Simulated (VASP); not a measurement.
# Ga (Cmce) in VASP: further runs

The runs below take Ga through single point, with PBE, LDA.

Everything below comes from runs of VASP 6.6.1. Logs are shortened: lines on timing, memory, paths and dates and some standing lists are left out, and cuts for length are marked.

### Step 1. The cell of the first run

It takes space group Cmce (No. 64, orthorhombic). Conventional cell: a = 4.462 Å, b = 7.557 Å, c = 4.463 Å, α = 90.00°, β = 90.00°, γ = 90.00°. Within 3.2 Å of Ga (site symmetry m) lie 7 Ga at 2.45 to 2.75 Å.

### Step 2. Single point, PBE

Input file INCAR:

```
SYSTEM = Ga
ALGO = Fast ; EDIFF = 1E-7
ENCUT = 520 ; GGA = PE
ISIF = 2 ; ISMEAR = -1
LASPH = .True. ; LCHARG = .False.
LREAL = .False. ; LWAVE = .False.
NBANDS = 34 ; NELM = 80
PREC = Accurate ; SIGMA = 0.05
```

Input file KPOINTS:

```
k-points
0
Gamma
  7 7 6
  0 0 0
```

Input file POSCAR:

```
Ga
1.0
    2.2309354424     -3.7787301403      0.0000000000
    2.2309354424      3.7787301403      0.0000000000
    0.0000000000      0.0000000000      4.4628573697
Ga
4
Direct
    0.3451000000      0.6549000000      0.4190000000
    0.1549000000      0.8451000000      0.9190000000
    0.6549000000      0.3451000000      0.5810000000
    0.8451000000      0.1549000000      0.0810000000
```

Potentials or basis: VASP PAW PBE potentials, release 64 (Ga_d).

On the command line:

```sh
$ cat potpaw_PBE.64/Ga_d/POTCAR > POTCAR
$ mpirun -np 1 vasp_std > vasp.out
```

OUTCAR:

```text
SYSTEM = Ga
   EDIFF = 1E-7
   ENCUT = 520
   GGA = PE
   ISIF = 2
   ISMEAR = -1
   LASPH = .True.
   LREAL = .False.
   NELM = 80
   PREC = Accurate

 ion  position               nearest neighbor table
   1  0.345  0.655  0.419-   3 2.45   2 2.65   2 2.65   4 2.69   4 2.69   3 2.75   3 2.75
   2  0.155  0.845  0.919-   4 2.45   1 2.65   1 2.65   3 2.69   3 2.69   4 2.75   4 2.75
   3  0.655  0.345  0.581-   1 2.45   4 2.65   4 2.65   2 2.69   2 2.69   1 2.75   1 2.75
   4  0.845  0.155  0.081-   2 2.45   3 2.65   3 2.65   1 2.69   1 2.69   2 2.75   2 2.75

  LATTYP: Found a base centered orthorhombic cell.
 ALAT       =     4.4618708848
 B/A-ratio  =     1.6937873093
 C/A-ratio  =     1.0002210922

  Lattice vectors:

 A1 = (   2.2309354424,  -3.7787301403,   0.0000000000)
 A2 = (   2.2309354424,   3.7787301403,   0.0000000000)
 A3 = (   0.0000000000,   0.0000000000,   4.4628573697)

Analysis of symmetry for initial positions (statically):
=====================================================================
 Subroutine PRICEL returns:
 Original cell was already a primitive cell.

 Routine SETGRP: Setting up the symmetry group for a
 base centered orthorhombic supercell.

 Subroutine GETGRP returns: Found  8 space group operations
 (whereof  4 operations were pure point group operations)
 out of a pool of  8 trial point group operations.

The static configuration has the point symmetry C_2h.
 The point group associated with its full space group is D_2h.

Analysis of symmetry for dynamics (positions and initial velocities):
=====================================================================
 Subroutine PRICEL returns:
 Original cell was already a primitive cell.

 Routine SETGRP: Setting up the symmetry group for a
 base centered orthorhombic supercell.

 Subroutine GETGRP returns: Found  8 space group operations
 (whereof  4 operations were pure point group operations)
 out of a pool of  8 trial point group operations.

The dynamic configuration has the point symmetry C_2h.
 The point group associated with its full space group is D_2h.

 Subroutine INISYM returns: Found  8 space group operations
 (whereof  4 operations are pure point group operations),
 and found     1 'primitive' translations

----------------------------------------------------------------------------------------

                                     Primitive cell

  volume of cell :      75.2447

  direct lattice vectors                    reciprocal lattice vectors
     2.230935442 -3.778730140  0.000000000     0.224121232 -0.132319584  0.000000000
     2.230935442  3.778730140  0.000000000     0.224121232  0.132319584  0.000000000
     0.000000000  0.000000000  4.462857370     0.000000000  0.000000000  0.224071692

  length of vectors
     4.388151595  4.388151595  4.462857370     0.260266784  0.260266784  0.224071692

  position of ions in fractional coordinates (direct lattice)
     0.345100000  0.654900000  0.419000000
     0.154900000  0.845100000  0.919000000
     0.654900000  0.345100000  0.581000000
     0.845100000  0.154900000  0.081000000

  ion indices of the primitive-cell ions
   primitive index   ion index
                 1           1
                 2           2
                 3           3
                 4           4

----------------------------------------------------------------------------------------

 KPOINTS: k-points

Automatic generation of k-mesh.
 Grid dimensions read from file:
 generate k-points for:    7    7    6

 Generating k-lattice:

  Cartesian coordinates                     Fractional coordinates (reciprocal lattice)
     0.032017319 -0.018902798  0.000000000     0.142857143  0.000000000  0.000000000
     0.032017319  0.018902798  0.000000000     0.000000000  0.142857143  0.000000000
     0.000000000  0.000000000  0.037345282     0.000000000  0.000000000  0.166666667

  Length of vectors
     0.037180969  0.037180969  0.037345282

  Shift w.r.t. Gamma in fractional coordinates (k-lattice)
     0.000000000  0.000000000  0.000000000

 Subroutine IBZKPT returns following result:
 ===========================================

 Found     64 irreducible k-points:

 Following reciprocal coordinates:
            Coordinates               Weight
  0.000000  0.000000  0.000000      1.000000
  0.142857  0.000000  0.000000      4.000000
  0.285714  0.000000  0.000000      4.000000
  0.428571  0.000000  0.000000      4.000000
  0.142857  0.142857  0.000000      2.000000
  0.285714  0.142857  0.000000      4.000000
[... 16 lines left out ...]
  0.428571  0.142857  0.166667      8.000000
 -0.428571  0.142857  0.166667      8.000000
 [... further k-points ...]
   k-points           NKPTS =     64   k-points in BZ     NKDIM =     64   number of bands    NBANDS=     34
   number of dos      NEDOS =    301   number of ions     NIONS =      4
   total plane-waves  NPLWV =  46656
   dimension x,y,z NGX =    36 NGY =   36 NGZ =   36
   dimension x,y,z NGXF=    72 NGYF=   72 NGZF=   72
   ions per type =               4
   NGX,Y,Z   is equivalent  to a cutoff of  13.64, 13.64, 13.41 a.u.
   NGXF,Y,Z  is equivalent  to a cutoff of  27.28, 27.28, 26.82 a.u.
 SYSTEM =  Ga
   PREC   = accura    normal or accurate (medium, high low for compatibility)
   ISTART =      0    job   : 0-new  1-cont  2-samecut
   ICHARG =      2    charge: 1-file 2-atom 10-const
   ISPIN  =      1    spin polarized calculation?
   LNONCOLLINEAR =      F non collinear calculations
   LSORBIT =      F    spin-orbit coupling
   LASPH  =      T    aspherical Exc in radial PAW
   ENCUT  =  520.0 eV  38.22 Ry    6.18 a.u.   8.16  8.16  8.30*2*pi/ulx,y,z
   NELM   =     80;   NELMIN=  2; NELMDL= -5     # of ELM steps
   EDIFF  = 0.1E-06   stopping-criterion for ELM
   LREAL  =      F    real-space projection
   EDIFFG = 0.1E-05   stopping-criterion for IOM
   NSW    =      0    number of steps for IOM
   IBRION =     -1    ionic relax: 0-MD 1-quasi-New 2-CG
   NFREE  =      0    steps in history (QN), initial steepest desc. (CG)
   ISIF   =      2    stress and relaxation
   ISYM   =      2    0-nonsym 1-usesym 2-fastsym
   POTIM  = 0.5000    time-step for ionic-motion
   TEBEG  =    0.0;   TEEND  =   0.0 temperature during run
   PSTRESS=    0.0 pullay stress
   NELECT =      52.0000    total number of electrons
   NUPDOWN=      -1.0000    fix difference up-down
   EMIN   =  10.00;   EMAX   =-10.00  energy-range for DOS
   EFERMI =   0.00;   METHOD = LEGACY
   ISMEAR =    -1;   SIGMA  =   0.05  broadening in eV -4-tet -1-fermi 0-gaus
   EFERMI_NEDOS =   21; number of points for ismear=-14 and -15
   IALGO  =     68    algorithm
   IMIX   =      4    mixing-type and parameters
     AMIX     =   0.40;   BMIX     =  1.00
     AMIX_MAG =   1.60;   BMIX_MAG =  1.00
  volume/ion in A,a.u.               =      18.81       126.94
  Fermi-wavevector in a.u.,A,eV,Ry     =   1.447385  2.735161 28.503151  2.094923
  Thomas-Fermi vector in A             =   2.565346
   LORBIT       =      0    0 simple, 1 ext, 2 COOP (PROOUT), +10 PAW based schemes
   GGA     = PE    functional components
   LHFCALC =     F    Hartree Fock is set to
   AEXX    =    0.0000 exact exchange contribution
   IVDW    =     0    specifies the selected vdW correction
   LEPSILON=     F    determine dielectric tensor
   LRPA    =     F    only Hartree local field effects (RPA)
 non-spin polarized calculation
 RMM-DIIS sequential band-by-band and
  energy-cutoff  :      520.00
  volume of cell :       75.24
 maximum number of plane-waves:      2046
 NGX is ok and might be reduce to    36
   NGX = 17   NGY = 17   NGZ = 17

 number of electron      52.0000009 magnetization

 Free energy of the ion-electron system (eV)
  ---------------------------------------------------
  ext. energy  EPLUGINS =         0.00000000
  ---------------------------------------------------
  free energy    TOTEN  =       -11.53492947 eV

  energy without entropy =      -11.52708287  energy(sigma->0) =      -11.53100617

 E-fermi :   5.4704     XC(G=0): -10.8493

 val. band max:        5.4654497027   @ k =   0.2857   0.2857   0.0000
 cond. band min:       5.4986419950   @ k =   0.4286   0.4286   0.1667
 fundamental gap:      0.0331922923
 Fermi energy:         5.4703559183

 k-point     1 :       0.0000    0.0000    0.0000
  band No.  band energies     occupation
      1      -9.8203      2.00000
      2      -9.8167      2.00000
      3      -9.7866      2.00000
      4      -9.7642      2.00000
      5      -9.7329      2.00000
      6      -9.7086      2.00000
[... 26 lines left out ...]
     33      12.3615      0.00000
     34      13.0233      0.00000

 k-point     2 :       0.1429    0.0000    0.0000
  band No.  band energies     occupation
      1      -9.8236      2.00000
      2      -9.8072      2.00000
      3      -9.7913      2.00000
      4      -9.7736      2.00000
      5      -9.7205      2.00000
      6      -9.7010      2.00000
[... 26 lines left out ...]
     33      12.1595      0.00000
     34      13.0519      0.00000

 k-point     3 :       0.2857    0.0000    0.0000
  band No.  band energies     occupation
      1      -9.8187      2.00000
      2      -9.8048      2.00000
      3      -9.7948      2.00000
      4      -9.7772      2.00000
      5      -9.7211      2.00000
      6      -9.6977      2.00000
[... 26 lines left out ...]
     33      11.5090      0.00000
     34      12.7529      0.00000

 k-point     4 :       0.4286    0.0000    0.0000
  band No.  band energies     occupation
      1      -9.8171      2.00000
      2      -9.8087      2.00000
      3      -9.7871      2.00000
      4      -9.7562      2.00000
      5      -9.7383      2.00000
      6      -9.7323      2.00000
[... 26 lines left out ...]
     33      11.9302      0.00000
     34      13.1525      0.00000

 k-point     5 :       0.1429    0.1429    0.0000
  band No.  band energies     occupation
      1      -9.8216      2.00000
      2      -9.8118      2.00000
      3      -9.7925      2.00000
      4      -9.7778      2.00000
      5      -9.6970      2.00000
      6      -9.6969      2.00000
[... 621 lines left out ...]
 k-point    22 :       0.2857    0.1429    0.1667
  band No.  band energies     occupation
      1      -9.8521      2.00000
      2      -9.8003      2.00000
      3      -9.7960      2.00000
      4      -9.7588      2.00000
      5      -9.7384      2.00000
      6      -9.6939      2.00000
[... 26 lines left out ...]
     33      12.2160      0.00000
     34      13.4170      0.00000

 k-point    23 :       0.4286    0.1429    0.1667
  band No.  band energies     occupation
      1      -9.8541      2.00000
      2      -9.8092      2.00000
      3      -9.7825      2.00000
      4      -9.7628      2.00000
      5      -9.7421      2.00000
      6      -9.7021      2.00000
[... 26 lines left out ...]
     33      13.3044      0.00000
     34      14.4572      0.00000

 k-point    24 :      -0.4286    0.1429    0.1667
  band No.  band energies     occupation
      1      -9.8442      2.00000
      2      -9.8223      2.00000
      3      -9.7783      2.00000
      4      -9.7583      2.00000
      5      -9.7469      2.00000
      6      -9.7037      2.00000
[... 26 lines left out ...]
     33      12.9620      0.00000
     34      13.7029      0.00000

 [... further k-points ...]
[... 5 lines left out ...]
  --------------------------------------------------------------------------------------
  -------------------------------------------------------------------------------------
  Total        1.6267053      2.6242245      2.3257854      0.0000000      0.0000000      0.0000000
  in kB       34.6372633     55.8773343     49.5227036      0.0000000      0.0000000      0.0000000
  external PRESSURE =      46.6791004 kB  Pullay stress =       0.0000000 kB

 VOLUME and BASIS-vectors are now :
 -----------------------------------------------------------------------------
  energy-cutoff  :      520.00
  volume of cell :       75.24
      direct lattice vectors                 reciprocal lattice vectors
     2.230935442 -3.778730140  0.000000000     0.224121232 -0.132319584  0.000000000
     2.230935442  3.778730140  0.000000000     0.224121232  0.132319584  0.000000000
     0.000000000  0.000000000  4.462857370     0.000000000  0.000000000  0.224071692

 POSITION                                       TOTAL-FORCE (eV/Angst)
 -----------------------------------------------------------------------------------
      2.23094      1.17065      1.86994         0.000000      0.091659     -0.052554
      2.23094      2.60808      4.10137         0.000000     -0.091659     -0.052554
      2.23094     -1.17065      2.59292         0.000000     -0.091659      0.052554
      2.23094     -2.60808      0.36149         0.000000      0.091659      0.052554
 -----------------------------------------------------------------------------------
    total drift:                               -0.000000     -0.000000      0.000000

  FREE ENERGIE OF THE ION-ELECTRON SYSTEM (eV)
  ---------------------------------------------------
  free  energy   TOTEN  =       -11.5349294714 eV

  energy  without entropy=      -11.5270828748  energy(sigma->0) =      -11.53100617
```

Wall time 75 s (1 thread of Intel Xeon 6975P-C (Granite Rapids), shared host); peak memory 0.27 GiB.

What came out:

* Free energy: -11.5349 eV
* Pressure: 4.7 GPa
* Largest force: 0.106 eV/Å
* Band gap on the k mesh: zero (band 26 reaches 5.82 eV, above the bottom of band 27 at 4.52 eV)

Forces on the atoms (eV/Å):
```
Ga   0.000  0.092 -0.053
Ga   0.000 -0.092 -0.053
Ga   0.000 -0.092  0.053
Ga   0.000  0.092  0.053
```

Levels at points of the mesh, in eV from the Fermi level:
```tsv
k point	band 22	band 23	band 24	band 25	band 26	band 27	band 28	band 29	band 30	band 31
(0.00, 0.00, 0.00)	-4.32	-3.85	-1.84	-1.73	-0.90	0.83	0.96	0.96	5.20	5.46
(0.00, 0.00, 0.50)	-9.48	-0.10	-0.10	-0.06	-0.06	-0.03	-0.03	2.09	2.09	3.82
```

(Continued in part 2 of 2.)
